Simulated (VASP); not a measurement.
# Sb (I4/mmm) in VASP: notebook

Sb is run at these levels: r2SCAN; tasks: single point.

All numbers are computed with VASP 6.6.1; they aren't measurements. Logs are shortened: lines on timing, memory, paths and dates and some standing lists are left out, and cuts for length are marked.

### Step 1. The cell of the first run

It takes space group I4/mmm (No. 139, tetragonal). The conventional cell has a = 3.100 Å, b = 3.100 Å, c = 5.332 Å, α = 90.00°, β = 90.00°, γ = 90.00°. Within 4.1 Å of Sb (site symmetry 4/mmm) lie 12 Sb at 3.10 to 3.45 Å.

### Step 2. Single point, r2SCAN

POSCAR reads:

```
Sb
1.0
   -1.5498138199      1.5498138199      2.6659640676
    1.5498138199     -1.5498138199      2.6659640676
    1.5498138199      1.5498138199     -2.6659640676
Sb
1
Direct
    0.0000000000      0.0000000000      0.0000000000
```

INCAR.step1 reads:

```
SYSTEM = Sb
PREC = Accurate ; ENCUT = 520
ISMEAR = -1 ; SIGMA = 0.1
LREAL = .False. ; LASPH = .True.
NELM = 100 ; NBANDS = 8
GGA = PE ; ALGO = Normal
EDIFF = 1E-4 ; LWAVE = .True.
LCHARG = .False.
```

INCAR.step2 reads:

```
SYSTEM = Sb
PREC = Accurate ; ENCUT = 520
EDIFF = 1E-6 ; ISMEAR = -1
SIGMA = 0.1 ; LREAL = .False.
LASPH = .True. ; NELM = 100
ALGO = Normal ; ISIF = 2
LWAVE = .False. ; LCHARG = .False.
METAGGA = R2SCAN ; LMIXTAU = .True.
NBANDS = 8 ; ISTART = 1
```

KPOINTS reads:

```
Automatic mesh
0
Gamma
  13 13 13
  0 0 0
```

Potentials or basis: VASP PAW PBE potentials, release 64 (Sb).

Started as:

```bash
cat potpaw_PBE.64/Sb/POTCAR > POTCAR
cp INCAR.step1 INCAR
mpirun -np 1 vasp_std > vasp.out
cp INCAR.step2 INCAR
mpirun -np 1 vasp_std > vasp.out
```

OUTCAR:

```text
SYSTEM = Sb
   PREC = Accurate
   ENCUT = 520
   EDIFF = 1E-6
   ISMEAR = -1
   LREAL = .False.
   LASPH = .True.
   NELM = 100
   ISIF = 2
   METAGGA = R2SCAN
   ISTART = 1

 ion  position               nearest neighbor table
   1  0.000  0.000  0.000-

  LATTYP: Found a body centered tetragonal cell.
 ALAT       =     3.0996276398
 C/A-ratio  =     1.7201834397

  Lattice vectors:

 A1 = (  -1.5498138199,   1.5498138199,   2.6659640676)
 A2 = (   1.5498138199,  -1.5498138199,   2.6659640676)
 A3 = (   1.5498138199,   1.5498138199,  -2.6659640676)

Analysis of symmetry for initial positions (statically):
=====================================================================
 Subroutine PRICEL returns:
 Original cell was already a primitive cell.

 Routine SETGRP: Setting up the symmetry group for a
 body centered tetragonal supercell.

 Subroutine GETGRP returns: Found 16 space group operations
 (whereof 16 operations were pure point group operations)
 out of a pool of 16 trial point group operations.

The static configuration has the point symmetry D_4h.

Analysis of symmetry for dynamics (positions and initial velocities):
=====================================================================
 Subroutine PRICEL returns:
 Original cell was already a primitive cell.

 Routine SETGRP: Setting up the symmetry group for a
 body centered tetragonal supercell.

 Subroutine GETGRP returns: Found 16 space group operations
 (whereof 16 operations were pure point group operations)
 out of a pool of 16 trial point group operations.

The dynamic configuration has the point symmetry D_4h.

 Subroutine INISYM returns: Found 16 space group operations
 (whereof 16 operations are pure point group operations),
 and found     1 'primitive' translations

----------------------------------------------------------------------------------------

                                     Primitive cell

  volume of cell :      25.6138

  direct lattice vectors                    reciprocal lattice vectors
    -1.549813820  1.549813820  2.665964068     0.000000000  0.322619397  0.187549415
     1.549813820 -1.549813820  2.665964068     0.322619397  0.000000000  0.187549415
     1.549813820  1.549813820 -2.665964068     0.322619397  0.322619397  0.000000000

  length of vectors
     3.451262112  3.451262112  3.451262112     0.373172960  0.373172960  0.456252727

  position of ions in fractional coordinates (direct lattice)
     0.000000000  0.000000000  0.000000000

  ion indices of the primitive-cell ions
   primitive index   ion index
                 1           1

----------------------------------------------------------------------------------------

 KPOINTS: Automatic mesh

Automatic generation of k-mesh.
 Grid dimensions read from file:
 generate k-points for:   13   13   13

 Generating k-lattice:

  Cartesian coordinates                     Fractional coordinates (reciprocal lattice)
     0.000000000  0.024816877  0.014426878     0.076923077  0.000000000  0.000000000
     0.024816877  0.000000000  0.014426878     0.000000000  0.076923077  0.000000000
     0.024816877  0.024816877  0.000000000     0.000000000  0.000000000  0.076923077

  Length of vectors
     0.028705612  0.028705612  0.035096364

  Shift w.r.t. Gamma in fractional coordinates (k-lattice)
     0.000000000  0.000000000  0.000000000

 Subroutine IBZKPT returns following result:
 ===========================================

 Found    196 irreducible k-points:

 Following reciprocal coordinates:
            Coordinates               Weight
  0.000000  0.000000  0.000000      1.000000
  0.076923  0.000000 -0.000000      8.000000
  0.153846  0.000000 -0.000000      8.000000
  0.230769  0.000000 -0.000000      8.000000
  0.307692  0.000000 -0.000000      8.000000
  0.384615  0.000000  0.000000      8.000000
[... 16 lines left out ...]
  0.384615  0.153846 -0.000000     16.000000
  0.461538  0.153846 -0.000000     16.000000
 [... further k-points ...]
   k-points           NKPTS =    196   k-points in BZ     NKDIM =    196   number of bands    NBANDS=      8
   number of dos      NEDOS =    301   number of ions     NIONS =      1
   total plane-waves  NPLWV =  21952
   dimension x,y,z NGX =    28 NGY =   28 NGZ =   28
   dimension x,y,z NGXF=    56 NGYF=   56 NGZF=   56
   ions per type =               1
   NGX,Y,Z   is equivalent  to a cutoff of  13.49, 13.49, 13.49 a.u.
   NGXF,Y,Z  is equivalent  to a cutoff of  26.97, 26.97, 26.97 a.u.
 SYSTEM =  Sb
   PREC   = accura    normal or accurate (medium, high low for compatibility)
   ISTART =      1    job   : 0-new  1-cont  2-samecut
   ICHARG =      0    charge: 1-file 2-atom 10-const
   ISPIN  =      1    spin polarized calculation?
   LNONCOLLINEAR =      F non collinear calculations
   LSORBIT =      F    spin-orbit coupling
   LASPH  =      T    aspherical Exc in radial PAW
   ENCUT  =  520.0 eV  38.22 Ry    6.18 a.u.   6.42  6.42  6.42*2*pi/ulx,y,z
   NELM   =    100;   NELMIN=  2; NELMDL=  0     # of ELM steps
   EDIFF  = 0.1E-05   stopping-criterion for ELM
   LREAL  =      F    real-space projection
   EDIFFG = 0.1E-04   stopping-criterion for IOM
   NSW    =      0    number of steps for IOM
   IBRION =     -1    ionic relax: 0-MD 1-quasi-New 2-CG
   NFREE  =      0    steps in history (QN), initial steepest desc. (CG)
   ISIF   =      2    stress and relaxation
   ISYM   =      2    0-nonsym 1-usesym 2-fastsym
   POTIM  = 0.5000    time-step for ionic-motion
   TEBEG  =    0.0;   TEEND  =   0.0 temperature during run
   PSTRESS=    0.0 pullay stress
   NELECT =       5.0000    total number of electrons
   NUPDOWN=      -1.0000    fix difference up-down
   EMIN   =  10.00;   EMAX   =-10.00  energy-range for DOS
   EFERMI =   0.00;   METHOD = LEGACY
   ISMEAR =    -1;   SIGMA  =   0.10  broadening in eV -4-tet -1-fermi 0-gaus
   EFERMI_NEDOS =   21; number of points for ismear=-14 and -15
   IALGO  =     38    algorithm
   IMIX   =      4    mixing-type and parameters
     AMIX     =   0.40;   BMIX     =  1.00
     AMIX_MAG =   1.60;   BMIX_MAG =  1.00
  volume/ion in A,a.u.               =      25.61       172.85
  Fermi-wavevector in a.u.,A,eV,Ry     =   0.949672  1.794620 12.270785  0.901877
  Thomas-Fermi vector in A             =   2.077977
   LORBIT       =      0    0 simple, 1 ext, 2 COOP (PROOUT), +10 PAW based schemes
   METAGGA = R2SCAN    functional components
   LHFCALC =     F    Hartree Fock is set to
   AEXX    =    0.0000 exact exchange contribution
   IVDW    =     0    specifies the selected vdW correction
   LEPSILON=     F    determine dielectric tensor
   LRPA    =     F    only Hartree local field effects (RPA)
 non-spin polarized calculation
  energy-cutoff  :      520.00
  volume of cell :       25.61
 maximum number of plane-waves:       708
 NGX is ok and might be reduce to    28
   NGX = 13   NGY = 13   NGZ = 13

 number of electron       5.0000000 magnetization

 Free energy of the ion-electron system (eV)
  ---------------------------------------------------
  ext. energy  EPLUGINS =         0.00000000
  ---------------------------------------------------
  free energy    TOTEN  =       -25.25130415 eV

  energy without entropy =      -25.23274865  energy(sigma->0) =      -25.24202640

 E-fermi :   9.1580     XC(G=0): -11.0336

 val. band max:        9.1571291313   @ k =  -0.4615  -0.4615   0.3077
 cond. band min:       9.2336189623   @ k =   0.4615   0.2308  -0.0000
 fundamental gap:      0.0764898310
 Fermi energy:         9.1579939550

 k-point     1 :       0.0000    0.0000    0.0000
  band No.  band energies     occupation
      1      -4.8725      2.00000
      2      14.4286      0.00000
      3      15.2920      0.00000
      4      15.2920      0.00000
      5      19.0524      0.00000
      6      20.5690      0.00000
      7      20.6122      0.00000
      8      20.6146      0.00000

 k-point     2 :       0.0769    0.0000   -0.0000
  band No.  band energies     occupation
      1      -4.7405      2.00000
      2      13.7898      0.00000
      3      14.3897      0.00000
      4      15.2584      0.00000
      5      19.0507      0.00000
      6      19.4909      0.00000
      7      20.4872      0.00000
      8      20.8327      0.00000

 k-point     3 :       0.1538    0.0000   -0.0000
  band No.  band energies     occupation
      1      -4.3455      2.00000
      2      11.5587      0.00000
      3      13.5012      0.00000
      4      15.1877      0.00000
      5      17.9670      0.00000
      6      19.4108      0.00000
      7      21.3442      0.00000
      8      21.4271      0.00000

 k-point     4 :       0.2308    0.0000   -0.0000
  band No.  band energies     occupation
      1      -3.6924      2.00000
      2       9.0370      1.54058
      3      12.6557      0.00000
      4      15.1358      0.00000
      5      17.1000      0.00000
      6      19.2986      0.00000
      7      22.0994      0.00000
      8      22.6848      0.00000

 k-point     5 :       0.3077    0.0000   -0.0000
  band No.  band energies     occupation
      1      -2.7959      2.00000
      2       6.6329      2.00000
      3      11.9311      0.00000
      4      15.1355      0.00000
      5      16.4625      0.00000
      6      19.3533      0.00000
      7      21.7621      0.00000
      8      22.6701      0.00000
[... 177 lines left out ...]
 k-point    22 :       0.3077    0.1538   -0.0000
  band No.  band energies     occupation
      1      -1.7982      2.00000
      2       6.0000      2.00000
      3      10.2236      0.00005
      4      12.0427      0.00000
      5      17.3682      0.00000
      6      18.9283      0.00000
      7      21.7263      0.00000
      8      22.7328      0.00000

 k-point    23 :       0.3846    0.1538   -0.0000
  band No.  band energies     occupation
      1      -0.6916      2.00000
      2       4.1164      2.00000
      3      10.1479      0.00010
      4      11.9749      0.00000
      5      16.8107      0.00000
      6      18.3275      0.00000
      7      22.3486      0.00000
      8      23.9809      0.00000

 k-point    24 :       0.4615    0.1538   -0.0000
  band No.  band energies     occupation
      1      -0.0167      2.00000
      2       3.1656      2.00000
      3      10.2007      0.00006
      4      12.1650      0.00000
      5      16.4270      0.00000
      6      18.0363      0.00000
      7      22.7336      0.00000
      8      23.9458      0.00000

 [... further k-points ...]

------------------------ aborting loop because EDIFF is reached ----------------------------------------

  FORCE on cell =-STRESS in cart. coord.  units (eV):
  Direction    XX          YY          ZZ          XY          YZ          ZX
  --------------------------------------------------------------------------------------
  -------------------------------------------------------------------------------------
  Total        0.8358213      0.8358213      0.8137383      0.0000000      0.0000000      0.0000000
  in kB       52.2818187     52.2818187     50.9004969      0.0000000      0.0000000      0.0000000
  external PRESSURE =      51.8213781 kB  Pullay stress =       0.0000000 kB

 VOLUME and BASIS-vectors are now :
 -----------------------------------------------------------------------------
  energy-cutoff  :      520.00
  volume of cell :       25.61
      direct lattice vectors                 reciprocal lattice vectors
    -1.549813820  1.549813820  2.665964068     0.000000000  0.322619397  0.187549415
     1.549813820 -1.549813820  2.665964068     0.322619397  0.000000000  0.187549415
     1.549813820  1.549813820 -2.665964068     0.322619397  0.322619397  0.000000000

 POSITION                                       TOTAL-FORCE (eV/Angst)
 -----------------------------------------------------------------------------------
      0.00000      0.00000      0.00000         0.000000      0.000000     -0.000000
 -----------------------------------------------------------------------------------
    total drift:                               -0.000000     -0.000000      0.000000

  FREE ENERGIE OF THE ION-ELECTRON SYSTEM (eV)
  ---------------------------------------------------
  free  energy   TOTEN  =       -25.2513041513 eV

  energy  without entropy=      -25.2327486457  energy(sigma->0) =      -25.24202640
```

Run time: 66 s. Hardware: 1 thread of Intel Xeon 6975P-C (Granite Rapids), shared host; peak memory 0.19 GiB.

What came out:

* Free energy: -25.2513 eV
* Pressure: 5.2 GPa
* Band gap on the k mesh: zero (an odd number of electrons rules out a gap without spin polarisation)

Stress tensor (GPa, compression positive):
```
5.23 0.00 0.00
0.00 5.23 0.00
0.00 0.00 5.09
```

Levels at points of the mesh, in eV from the Fermi level:
```
           k point  band 1  band 2  band 3  band 4  band 5  band 6
(0.00, 0.00, 0.00)  -14.03    5.27    6.13    6.13    9.89   11.41
```

Caveat: the cell stands under pressure; the PAW data sets were made with another functional, which shifts forces and pressure a little; spin-orbit coupling is left out, which moves the levels of the heavy elements.

### Step 3. Single point, r2SCAN

This run uses another cell than the first one, of 26.29 Å³/atom.

POSCAR reads:

```
Sb
1.0
   -1.5632911383      1.5632911383      2.6891475275
    1.5632911383     -1.5632911383      2.6891475275
    1.5632911383      1.5632911383     -2.6891475275
Sb
1
Direct
    0.0000000000      0.0000000000      0.0000000000
```

INCAR.step1 reads:

```
  ALGO = Normal
  EDIFF = 1E-4
  ENCUT = 520
  GGA = PE
  ISMEAR = -1
  LASPH = True
  LCHARG = False
  LREAL = False
  LWAVE = True
  NBANDS = 8
  NELM = 100
  PREC = Accurate
  SIGMA = 0.1
```

INCAR.step2 reads:

```
  ALGO = Normal
  EDIFF = 1E-6
  ENCUT = 520
  ISIF = 2
  ISMEAR = -1
  ISTART = 1
  LASPH = True
  LCHARG = False
  LMIXTAU = True
  LREAL = False
  LWAVE = False
  METAGGA = R2SCAN
  NBANDS = 8
  NELM = 100
  PREC = Accurate
  SIGMA = 0.1
```

KPOINTS reads:

```
k-points
0
Gamma
  13 13 13
```

Potentials or basis: VASP PAW PBE potentials, release 64 (Sb).

Started as:

```bash
cat potpaw_PBE.64/Sb/POTCAR > POTCAR
cp INCAR.step1 INCAR
mpirun -np 1 vasp_std > vasp.out
cp INCAR.step2 INCAR
mpirun -np 1 vasp_std > vasp.out
```

It took 70 s on 1 thread of Intel Xeon 6975P-C (Granite Rapids), shared host; peak memory 0.19 GiB.

Results (log left out):

| Item | Value |
| --- | --- |
| Free energy | -25.2687 eV |
| Pressure | 3.1 GPa |
| Band gap on the k mesh | zero (an odd number of electrons rules out a gap without spin polarisation) |

Stress tensor (GPa, compression positive):
```
3.02 0.00 0.00
0.00 3.02 0.00
0.00 0.00 3.36
```

Levels at points of the mesh, in eV from the Fermi level:
| k point | band 1 | band 2 | band 3 | band 4 | band 5 | band 6 | band 7 |
| --- | --- | --- | --- | --- | --- | --- | --- |
| (0.00, 0.00, 0.00) | -13.80 | 5.06 | 5.94 | 5.94 | 9.81 | 11.34 | 11.37 |

Caveat: the cell stands under pressure; the PAW data sets were made with another functional, which shifts forces and pressure a little; spin-orbit coupling is left out, which moves the levels of the heavy elements.

### Step 4. Single point, r2SCAN

This run uses another cell than the first one, of 26.96 Å³/atom.

POSCAR reads:

```
Sb
1.0
   -1.5765400000      1.5765400000      2.7119380000
    1.5765400000     -1.5765400000      2.7119380000
    1.5765400000      1.5765400000     -2.7119380000
Sb
1
Direct
    0.0000000000      0.0000000000      0.0000000000
```

INCAR.step1 reads:

```
SYSTEM = Sb
PREC = Accurate
ENCUT = 520
ISMEAR = -1
SIGMA = 0.1
LREAL = .False.
LASPH = .True.
NELM = 60
NBANDS = 8
GGA = PE
ALGO = Normal
EDIFF = 1E-4
LWAVE = .True.
LCHARG = .False.
```

INCAR.step2 reads:

```
SYSTEM = Sb
PREC = Accurate
ENCUT = 520
EDIFF = 1E-7
ISMEAR = -1
SIGMA = 0.1
LREAL = .False.
LASPH = .True.
NELM = 60
ALGO = Normal
ISIF = 2
LWAVE = .False.
LCHARG = .False.
METAGGA = R2SCAN
LMIXTAU = .True.
NBANDS = 8
ISTART = 1
```

KPOINTS reads:

```
Automatic mesh
0
Gamma
  13 13 13
  0 0 0
```

Started as:

```bash
cat potpaw_PBE.64/Sb/POTCAR > POTCAR
cp INCAR.step1 INCAR
mpirun -np 1 vasp_std > vasp.out
cp INCAR.step2 INCAR
mpirun -np 1 vasp_std > vasp.out
```

Run time: 80 s. Hardware: 1 thread of Intel Xeon 6975P-C (Granite Rapids), shared host; peak memory 0.19 GiB.

It converged, with:

```yaml
Free_energy: -25.2780 eV
Pressure: 1.3 GPa
Band_gap_on_the_k_mesh: zero (an odd number of electrons rules out a gap without spin polarisation)
```

Stress tensor (GPa, compression positive):
```
1.09 0.00 0.00
0.00 1.09 0.00
0.00 0.00 1.86
```

Levels at points of the mesh, in eV from the Fermi level:
| k point | band 1 | band 2 | band 3 | band 4 | band 5 |
| --- | --- | --- | --- | --- | --- |
| (0.00, 0.00, 0.00) | -13.58 | 4.87 | 5.75 | 5.75 | 9.72 |

Caveat: the PAW data sets were made with another functional, which shifts forces and pressure a little; spin-orbit coupling is left out, which moves the levels of the heavy elements.

(Continued in part 2 of 2.)
